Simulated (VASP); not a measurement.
**V: relaxation of cell and atoms with PBE**

The system is V.

```xyz
5
Lattice="3.4748 0.0000 0.0000 0.0000 3.4748 0.0000 0.0000 0.0000 6.3124" Properties=species:S:1:pos:R:3 pbc="T T T"
V     1.7374    0.0000    1.9309
V     0.0000    1.7374    4.3815
V     0.0000    1.7374    1.9309
V     1.7374    0.0000    4.3815
V     0.0000    0.0000    0.0000
```

- Program: VASP 6.6.1
- Task: relaxation of cell and atoms
- Functional: PBE
- Potentials or basis: VASP PAW PBE potentials, release 64 (V_sv)
- Cutoff: 600 eV
- k mesh: 6 × 6 × 4
- Occupations: gaussian, width 0.1 eV
- Spin: no spin polarisation
- Dipole correction: no
- Further INCAR settings: ALGO = Fast; EDIFF = 1e-06; IBRION = 2; EDIFFG = -0.04; NSW = 90; ISIF = 3

```json
{"Relaxed volume": "15.27 Å³/atom", "Relaxed cell": "a = 3.463 Å, b = 3.463 Å, c = 6.364 Å, α = 90.00°, β = 90.00°, γ = 90.00°", "Space group after relaxing (to 0.1 Å)": "P4/mmm (No. 123)", "Energy gained by relaxing": "2.7 meV/atom", "Ionic steps": "5", "Pressure after relaxing": "0.1 GPa", "Largest force after relaxing": "0.027 eV/Å", "Band gap on the k mesh": "zero (an odd number of electrons rules out a gap without spin polarisation)"}
```

Forces on the atoms (eV/Å):
```
V    0.000  0.000 -0.027
V    0.000  0.000  0.027
V    0.000  0.000 -0.027
V    0.000  0.000  0.027
V    0.000  0.000  0.000
```

Stress tensor (GPa, compression positive):
```
 0.23  0.00  0.00
 0.00  0.23  0.00
 0.00  0.00 -0.12
```

The path:
```
step  energy change (eV)  largest force (eV/Å)  pressure (GPa)  volume (Å³)
   1              0.0000                0.2352            0.40        76.22
   2             -0.0100                0.1171           -0.42        76.64
   3             -0.0114                0.0682           -0.76        76.85
   4             -0.0129                0.0064            0.58        76.09
   5             -0.0133                0.0266            0.11        76.34
```

Final structure:
```
CELL_PARAMETERS angstrom
3.46349 0.00000 0.00000
0.00000 3.46349 0.00000
0.00000 0.00000 6.36376
ATOMIC_POSITIONS crystal
V 0.50000 0.00000 0.30243
V 0.00000 0.50000 0.69757
V 0.00000 0.50000 0.30243
V 0.50000 0.00000 0.69757
V 0.00000 0.00000 0.00000
```

Levels at points of the mesh, in eV from the Fermi level:
```
           k point  band 30  band 31  band 32  band 33  band 34  band 35  band 36  band 37
(0.00, 0.00, 0.00)    -1.36    -1.36    -1.18    -1.18     1.37     1.62     1.64     1.74
(0.50, 0.00, 0.00)    -0.53    -0.32    -0.10    -0.04     0.29     0.56     0.97     1.04
(0.50, 0.50, 0.00)    -0.95    -0.64    -0.30     0.01     0.01     0.87     1.52     1.52
(0.00, 0.00, 0.50)    -1.58    -1.12     0.22     0.22     0.58     1.00     1.00     1.39
(0.50, 0.00, 0.50)    -0.43    -0.04    -0.03    -0.03     0.02     0.40     0.57     0.60
(0.50, 0.50, 0.50)    -0.75     0.61     0.61     0.89     0.89     1.00     1.02     1.48
```

It took 3.1 min on 1 thread of Intel(R) Xeon(R) 6975P-C (Granite Rapids), with other jobs on the host, peak memory 0.23 GiB.
